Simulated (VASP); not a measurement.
# CaO (I-43m) in VASP: a series of runs

Runs on CaO. Level: PBE. Tasks: single point, relaxation of cell and atoms.

Program: VASP 6.6.1. These are calculated values, not measurements. Logs are shortened: lines on timing, memory, paths and dates and some standing lists are left out, and cuts for length are marked.

## (1) The cell of the first run

It takes space group I-43m (No. 217, cubic). Conventional cell: a = 7.037 Å, b = 7.037 Å, c = 7.037 Å, α = 90.00°, β = 90.00°, γ = 90.00°. Within 2.8 Å of Ca (site symmetry 3m) lie 4 O at 2.13 to 2.29 Å. Within 2.8 Å of O (site symmetry 3m) lie 4 Ca at 2.13 to 2.29 Å.

## (2) Single point, PBE

The input, INCAR:

```
  PREC = Accurate
  ENCUT = 520
  EDIFF = 1E-6
  ISMEAR = 0
  SIGMA = 0.1
  LREAL = F
  LASPH = T
  NELM = 100
  ALGO = Normal
  ISIF = 2
  LWAVE = F
  LCHARG = F
  GGA = PE
  NBANDS = 42
```

The input, KPOINTS:

```
regular mesh
0
Gamma
  4 4 4
```

The input, POSCAR:

```
CaO
1.0
   -3.5185034900      3.5185034900      3.5185034900
    3.5185034900     -3.5185034900      3.5185034900
    3.5185034900      3.5185034900     -3.5185034900
Ca O
4 4
Direct
    0.3253069500      0.0000000000      0.0000000000
    0.6746930500      0.6746930500      0.6746930500
    0.0000000000      0.3253069500      0.0000000000
    0.0000000000      0.0000000000      0.3253069500
    0.0000000000      0.6746930500      0.0000000000
    0.3253069500      0.3253069500      0.3253069500
    0.6746930500      0.0000000000      0.0000000000
    0.0000000000      0.0000000000      0.6746930500
```

Potentials or basis: VASP PAW PBE potentials, release 64 (Ca_sv, O).

On the command line:

```bash
> cat potpaw_PBE.64/Ca_sv/POTCAR potpaw_PBE.64/O/POTCAR > POTCAR
> mpirun -np 1 vasp_std > vasp.out
```

OUTCAR:

```text
PREC = Accurate
   ENCUT = 520
   EDIFF = 1E-6
   ISMEAR = 0
   LREAL = F
   LASPH = T
   NELM = 100
   ISIF = 2
   GGA = PE

 ion  position               nearest neighbor table
   1  0.325  0.000  0.000-   7 2.13   6 2.29   5 2.29   8 2.29
   2  0.675  0.675  0.675-   6 2.13   5 2.29   7 2.29   8 2.29
   3  0.000  0.325  0.000-   5 2.13   6 2.29   7 2.29   8 2.29
   4  0.000  0.000  0.325-   8 2.13   6 2.29   7 2.29   5 2.29
   5  0.000  0.675  0.000-   3 2.13   2 2.29   1 2.29   4 2.29
   6  0.325  0.325  0.325-   2 2.13   1 2.29   3 2.29   4 2.29
   7  0.675  0.000  0.000-   1 2.13   2 2.29   3 2.29   4 2.29
   8  0.000  0.000  0.675-   4 2.13   2 2.29   3 2.29   1 2.29

  LATTYP: Found a body centered cubic cell.
 ALAT       =     7.0370069800

  Lattice vectors:

 A1 = (  -3.5185034900,   3.5185034900,   3.5185034900)
 A2 = (   3.5185034900,  -3.5185034900,   3.5185034900)
 A3 = (   3.5185034900,   3.5185034900,  -3.5185034900)

Analysis of symmetry for initial positions (statically):
=====================================================================
 Subroutine PRICEL returns:
 Original cell was already a primitive cell.

 Routine SETGRP: Setting up the symmetry group for a
 body centered cubic supercell.

 Subroutine GETGRP returns: Found 24 space group operations
 (whereof 24 operations were pure point group operations)
 out of a pool of 48 trial point group operations.

The static configuration has the point symmetry T_d .

Analysis of symmetry for dynamics (positions and initial velocities):
=====================================================================
 Subroutine PRICEL returns:
 Original cell was already a primitive cell.

 Routine SETGRP: Setting up the symmetry group for a
 body centered cubic supercell.

 Subroutine GETGRP returns: Found 24 space group operations
 (whereof 24 operations were pure point group operations)
 out of a pool of 48 trial point group operations.

The dynamic configuration has the point symmetry T_d .

 Subroutine INISYM returns: Found 24 space group operations
 (whereof 24 operations are pure point group operations),
 and found     1 'primitive' translations

----------------------------------------------------------------------------------------

                                     Primitive cell

  volume of cell :     174.2344
[... 88 lines left out ...]
   IBRION =     -1    ionic relax: 0-MD 1-quasi-New 2-CG
   NFREE  =      0    steps in history (QN), initial steepest desc. (CG)
   ISIF   =      2    stress and relaxation
   ISYM   =      2    0-nonsym 1-usesym 2-fastsym
   POTIM  = 0.5000    time-step for ionic-motion
   TEBEG  =    0.0;   TEEND  =   0.0 temperature during run
   PSTRESS=    0.0 pullay stress
   NELECT =      64.0000    total number of electrons
   NUPDOWN=      -1.0000    fix difference up-down
   EMIN   =  10.00;   EMAX   =-10.00  energy-range for DOS
   EFERMI =   0.00;   METHOD = LEGACY
   ISMEAR =     0;   SIGMA  =   0.10  broadening in eV -4-tet -1-fermi 0-gaus
   EFERMI_NEDOS =   21; number of points for ismear=-14 and -15
   IALGO  =     38    algorithm
   IMIX   =      4    mixing-type and parameters
     AMIX     =   0.40;   BMIX     =  1.00
     AMIX_MAG =   1.60;   BMIX_MAG =  1.00
  volume/ion in A,a.u.               =      21.78       146.97
  Fermi-wavevector in a.u.,A,eV,Ry     =   1.172439  2.215588 18.702741  1.374613
  Thomas-Fermi vector in A             =   2.308867
   LORBIT       =      0    0 simple, 1 ext, 2 COOP (PROOUT), +10 PAW based schemes
   GGA     = PE    functional components
   LHFCALC =     F    Hartree Fock is set to
   AEXX    =    0.0000 exact exchange contribution
   IVDW    =     0    specifies the selected vdW correction
   LEPSILON=     F    determine dielectric tensor
   LRPA    =     F    only Hartree local field effects (RPA)
 non-spin polarized calculation
 Gauss-broadening in eV      SIGMA  =   0.10
  energy-cutoff  :      520.00
  volume of cell :      174.23
 maximum number of plane-waves:      4729
 NGX is ok and might be reduce to    48
   NGX = 23   NGY = 23   NGZ = 23

 number of electron      63.9999995 magnetization

 Free energy of the ion-electron system (eV)
  ---------------------------------------------------
  ext. energy  EPLUGINS =         0.00000000
  ---------------------------------------------------
  free energy    TOTEN  =       -49.04930210 eV

  energy without entropy =      -49.04930210  energy(sigma->0) =      -49.04930210

 E-fermi :   0.1642     XC(G=0):  -7.8307

 val. band max:       -0.3780549863   @ k =  -0.2500   0.2500   0.2500
 cond. band min:       2.0898747656   @ k =   0.0000   0.0000   0.0000
 fundamental gap:      2.4679297519
 Fermi energy:         0.1642045759

 k-point     1 :       0.0000    0.0000    0.0000
  band No.  band energies     occupation
      1     -37.6010      2.00000
      2     -37.5235      2.00000
      3     -37.5235      2.00000
      4     -37.5235      2.00000
      5     -19.3109      2.00000
      6     -19.3109      2.00000
[... 349 lines left out ...]
     41       7.6853      0.00000
     42       7.6867      0.00000

------------------------ aborting loop because EDIFF is reached ----------------------------------------

  FORCE on cell =-STRESS in cart. coord.  units (eV):
  Direction    XX          YY          ZZ          XY          YZ          ZX
  --------------------------------------------------------------------------------------
  -------------------------------------------------------------------------------------
  Total        3.1818068      3.1818068      3.1818068      0.0000000     -0.0000000      0.0000000
  in kB       29.2583908     29.2583908     29.2583908      0.0000000     -0.0000000      0.0000000
  external PRESSURE =      29.2583908 kB  Pullay stress =       0.0000000 kB

 VOLUME and BASIS-vectors are now :
 -----------------------------------------------------------------------------
  energy-cutoff  :      520.00
  volume of cell :      174.23
      direct lattice vectors                 reciprocal lattice vectors
    -3.518503490  3.518503490  3.518503490     0.000000000  0.142105870  0.142105870
     3.518503490 -3.518503490  3.518503490     0.142105870  0.000000000  0.142105870
     3.518503490  3.518503490 -3.518503490     0.142105870  0.142105870  0.000000000

 POSITION                                       TOTAL-FORCE (eV/Angst)
 -----------------------------------------------------------------------------------
     -1.14459      1.14459      1.14459         0.261027     -0.261027     -0.261027
      2.37391      2.37391      2.37391         0.261027      0.261027      0.261027
      1.14459     -1.14459      1.14459        -0.261027      0.261027     -0.261027
      1.14459      1.14459     -1.14459        -0.261027     -0.261027      0.261027
      2.37391     -2.37391      2.37391         0.363079     -0.363079      0.363079
      1.14459      1.14459      1.14459        -0.363079     -0.363079     -0.363079
     -2.37391      2.37391      2.37391        -0.363079      0.363079      0.363079
      2.37391      2.37391     -2.37391         0.363079      0.363079     -0.363079
 -----------------------------------------------------------------------------------
    total drift:                                0.000001      0.000001      0.000001

  FREE ENERGIE OF THE ION-ELECTRON SYSTEM (eV)
  ---------------------------------------------------
  free  energy   TOTEN  =       -49.0493021021 eV

  energy  without entropy=      -49.0493021021  energy(sigma->0) =      -49.04930210
```

OSZICAR:

```text
N       E                     dE             d eps       ncg     rms          rms(c)
DAV:   1     0.724192977571E+03    0.72419E+03   -0.32253E+04   672   0.146E+03
DAV:   2     0.260641474155E+01   -0.72159E+03   -0.70115E+03   844   0.438E+02
DAV:   3    -0.597437313658E+02   -0.62350E+02   -0.62035E+02   966   0.122E+02
DAV:   4    -0.627825324765E+02   -0.30388E+01   -0.30334E+01  1168   0.262E+01
DAV:   5    -0.629548338376E+02   -0.17230E+00   -0.17228E+00  1000   0.439E+00    0.201E+01
DAV:   6    -0.497951903042E+02    0.13160E+02   -0.63993E+01   820   0.380E+01    0.810E+00
DAV:   7    -0.494338733486E+02    0.36132E+00   -0.77055E+00   912   0.136E+01    0.445E+00
DAV:   8    -0.490548210678E+02    0.37905E+00   -0.17963E+00   822   0.746E+00    0.175E+00
DAV:   9    -0.490263206541E+02    0.28500E-01   -0.59937E-01   846   0.357E+00    0.596E-01
DAV:  10    -0.490502222222E+02   -0.23902E-01   -0.11052E-01   808   0.158E+00    0.500E-01
DAV:  11    -0.490480046840E+02    0.22175E-02   -0.55770E-02   864   0.966E-01    0.131E-01
DAV:  12    -0.490492311401E+02   -0.12265E-02   -0.50900E-03   844   0.353E-01    0.474E-02
DAV:  13    -0.490492834842E+02   -0.52344E-04   -0.32132E-04   928   0.806E-02    0.257E-02
DAV:  14    -0.490492991740E+02   -0.15690E-04   -0.69115E-05   880   0.457E-02    0.552E-03
DAV:  15    -0.490493017129E+02   -0.25389E-05   -0.97799E-06   864   0.155E-02    0.134E-03
DAV:  16    -0.490493021021E+02   -0.38925E-06   -0.14068E-06   606   0.548E-03
   1 F= -.49049302E+02 E0= -.49049302E+02  d E =-.141077E-14
```

Run time: 1.7 min. Hardware: 1 thread of Intel Xeon 6975P-C, shared host; peak memory 0.33 GiB.

Results:

| Property | Result |
| --- | --- |
| Free energy | -49.0493 eV |
| Pressure | 2.9 GPa |
| Largest force | 0.629 eV/Å |
| Band gap on the k mesh | 2.47 eV, indirect (least direct gap 2.58 eV) |

Forces on the atoms (eV/Å):
```
Ca   0.261 -0.261 -0.261
Ca   0.261  0.261  0.261
Ca  -0.261  0.261 -0.261
Ca  -0.261 -0.261  0.261
O    0.363 -0.363  0.363
O   -0.363 -0.363 -0.363
O   -0.363  0.363  0.363
O    0.363  0.363 -0.363
```

## (3) Single point, PBE

This run uses another cell than the first one, of 22.70 Å³/atom, 1.042 times its volume.

The input, INCAR:

```
SYSTEM = CaO
PREC = Accurate
ENCUT = 520
EDIFF = 1E-6
ISMEAR = 0
SIGMA = 0.02
LREAL = .False.
LASPH = .True.
NELM = 80
ALGO = Normal
ISIF = 2
LWAVE = .False.
LCHARG = .True.
GGA = PE
LELF = .True.
LVHAR = .True.
NBANDS = 42
```

The input, KPOINTS:

```
regular mesh
0
Gamma
  6 6 6
  0 0 0
```

The input, POSCAR:

```
CaO
1.0
   -3.5675154264      3.5675154264      3.5675154264
    3.5675154264     -3.5675154264      3.5675154264
    3.5675154264      3.5675154264     -3.5675154264
Ca O
4 4
Direct
    0.3228896894      0.0000000000      0.0000000000
    0.6771103106      0.6771103106      0.6771103106
    0.0000000000      0.3228896894      0.0000000000
    0.0000000000      0.0000000000      0.3228896894
    0.0000000000      0.6824388221      0.0000000000
    0.3175611779      0.3175611779      0.3175611779
    0.6824388221      0.0000000000      0.0000000000
    0.0000000000      0.0000000000      0.6824388221
```

Potentials or basis: VASP PAW PBE potentials, release 64 (Ca_sv, O).

On the command line:

```bash
> cat potpaw_PBE.64/Ca_sv/POTCAR potpaw_PBE.64/O/POTCAR > POTCAR
> mpirun -np 1 vasp_std > vasp.out
```

Run time: 3.9 min. Hardware: 1 thread of Intel Xeon 6975P-C, shared host; peak memory 0.36 GiB.

It converged, with:

```
Free energy            : -49.1933 eV
Pressure               : 0.4 GPa
Largest force          : 0.020 eV/Å
Band gap on the k mesh : 2.54 eV, indirect (least direct gap 2.74 eV)
```

Forces on the atoms (eV/Å):
```
Ca  -0.011  0.011  0.011
Ca  -0.011 -0.011 -0.011
Ca   0.011 -0.011  0.011
Ca   0.011  0.011 -0.011
O   -0.008  0.008 -0.008
O    0.008  0.008  0.008
O    0.008 -0.008 -0.008
O   -0.008 -0.008  0.008
```

Levels at points of the mesh, in eV from the valence-band top:
```
           k point  band 29  band 30  band 31  band 32  band 33  band 34  band 35  band 36
(0.00, 0.00, 0.00)    -0.22    -0.21    -0.21    -0.21     2.54     4.85     4.85     6.28
(0.50, 0.00, 0.00)    -0.27    -0.15    -0.08     0.00     4.25     4.44     5.71     6.29
(0.50, 0.50, 0.50)    -0.33    -0.07    -0.07    -0.07     4.50     4.50     5.52     5.52
```

## (4) Relaxation of cell and atoms, PBE

The input, INCAR:

```
PREC = Accurate ; ENCUT = 600
EDIFF = 1E-7 ; ISMEAR = 0
SIGMA = 0.02 ; LREAL = False
LASPH = True ; NELM = 60
ALGO = Normal ; ISIF = 3
LWAVE = False ; LCHARG = False
GGA = PE ; IBRION = 2
NSW = 100 ; EDIFFG = -0.01
```

The input, KPOINTS:

```
regular mesh
0
Gamma
  6 6 6
```

The input, POSCAR:

```
CaO
1.0
   -3.5185034900      3.5185034900      3.5185034900
    3.5185034900     -3.5185034900      3.5185034900
    3.5185034900      3.5185034900     -3.5185034900
Ca O
4 4
Direct
    0.3253069500      0.0000000000      0.0000000000
    0.6746930500      0.6746930500      0.6746930500
    0.0000000000      0.3253069500      0.0000000000
    0.0000000000      0.0000000000      0.3253069500
    0.0000000000      0.6746930500      0.0000000000
    0.3253069500      0.3253069500      0.3253069500
    0.6746930500      0.0000000000      0.0000000000
    0.0000000000      0.0000000000      0.6746930500
```

On the command line:

```bash
> cat potpaw_PBE.64/Ca_sv/POTCAR potpaw_PBE.64/O/POTCAR > POTCAR
> mpirun -np 1 vasp_std > vasp.out
```

Wall time 19 min (1 thread of Intel Xeon 6975P-C, shared host); peak memory 0.43 GiB.

Results (log left out):

```
Free energy                            : -49.1976 eV
Relaxed volume                         : 22.84 Å³/atom
Relaxed cell                           : a = 6.192 Å, b = 6.192 Å, c = 6.192 Å, α = 109.47°, β = 109.47°, γ = 109.47°
Space group after relaxing (to 0.05 Å) : I-43m (No. 217)
Energy gained by relaxing              : 17.2 meV/atom
Ionic steps                            : 7
Pressure after relaxing                : 0.0 GPa
Largest force after relaxing           : 0.006 eV/Å
Band gap on the k mesh                 : 2.54 eV, indirect (least direct gap 2.74 eV)
```

Forces in eV/Å, atoms in the order of the input:
```
Ca  -0.003  0.003  0.003
Ca  -0.003 -0.003 -0.003
Ca   0.003 -0.003  0.003
Ca   0.003  0.003 -0.003
O   -0.002  0.002 -0.002
O    0.002  0.002  0.002
O    0.002 -0.002 -0.002
O   -0.002 -0.002  0.002
```

The path:
| step | energy change (eV) | largest force (eV/Å) | pressure (GPa) | volume (Å³) |
| --- | --- | --- | --- | --- |
| 1 | 0.0000 | 0.6307 | 2.86 | 174.23 |
| 2 | -0.1291 | 0.1626 | -0.52 | 184.24 |
| 3 | -0.1296 | 0.1849 | -0.34 | 183.59 |
| 4 | -0.1355 | 0.0704 | 0.02 | 182.64 |
| 5 | -0.1359 | 0.0936 | 0.15 | 182.29 |
| 6 | -0.1375 | 0.0239 | 0.01 | 182.63 |
| 7 | -0.1376 | 0.0058 | -0.03 | 182.71 |

Final structure:
```yaml
crystal:
  lattice:
    - [-3.57468, 3.57468, 3.57468]
    - [3.57468, -3.57468, 3.57468]
    - [3.57468, 3.57468, -3.57468]
  atoms:
    - { symbol: Ca, position: [0.32282, 0.00000, 0.00000] }
    - { symbol: Ca, position: [0.67718, 0.67718, 0.67718] }
    - { symbol: Ca, position: [0.00000, 0.32282, 0.00000] }
    - { symbol: Ca, position: [0.00000, 0.00000, 0.32282] }
    - { symbol: O, position: [0.00000, 0.68240, 0.00000] }
    - { symbol: O, position: [0.31760, 0.31760, 0.31760] }
    - { symbol: O, position: [0.68240, 0.00000, 0.00000] }
    - { symbol: O, position: [0.00000, 0.00000, 0.68240] }
```

Levels at points of the mesh, in eV from the valence-band top:
| k point | band 30 | band 31 | band 32 | band 33 | band 34 | band 35 |
| --- | --- | --- | --- | --- | --- | --- |
| (0.00, 0.00, 0.00) | -0.20 | -0.20 | -0.20 | 2.54 | 4.84 | 4.84 |
| (0.50, 0.00, 0.00) | -0.14 | -0.08 | 0.00 | 4.25 | 4.43 | 5.70 |
| (0.50, 0.50, 0.50) | -0.07 | -0.07 | -0.07 | 4.50 | 4.50 | 5.51 |

A k mesh can miss the band edges.

## (5) Overview

```tsv
task	cell	k mesh	cutoff (eV)	smearing	gap on the mesh (eV)	pressure (GPa)	largest force (eV/Å)
single point	a = 6.094 Å, angles 109.5°, 8 atoms	4 × 4 × 4	520	gaussian 0.1 eV	2.47	2.9	0.63
single point	a = 6.179 Å, angles 109.5°, 8 atoms	6 × 6 × 6	520	gaussian 0.02 eV	2.54	0.4	0.02
relaxation of cell and atoms	relaxed from a = 6.094 Å, angles 109.5°, 8 atoms	6 × 6 × 6	600	gaussian 0.02 eV	2.54	0.0	0.01
```

Alike in all rows: level PBE; potentials or basis VASP PAW PBE potentials, release 64 (Ca_sv, O); no spin polarisation.

Absolute energies hang on the potentials; compare differences alone.
